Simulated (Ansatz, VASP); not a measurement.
## Two plane-wave programs on Ga

```
CELL_PARAMETERS angstrom
-1.40400 1.40400 2.22900
1.40400 -1.40400 2.22900
1.40400 1.40400 -2.22900
ATOMIC_POSITIONS crystal
Ga 0.00000 0.00000 0.00000
```

Alike in both runs: task electric field gradients; functional PBE; k mesh 16 × 16 × 16; occupations fermi-dirac, width 0.03 eV; non-collinear spin, spin-orbit coupling.

```csv
,VASP,Ansatz
version,VASP 6.6.1,Ansatz 0.2.0
potentials or method,"VASP PAW PBE potentials, release 64 (Ga_d)","PAW with Ansatz's default frozen-core files, fully relativistic files with spin-orbit coupling"
plane-wave cutoff (eV),520,420
valence electrons in the cell,13,13
```

```tsv
	VASP	Ansatz	Ansatz less VASP
pressure (GPa)	4.5	4.5	-0.07
traceless stress, the component that is largest in VASP (GPa)	-0.63	-0.60	+0.026
size of Vzz on the site where it differs most (V/Å²)	21.0	22.3	+1.33
```
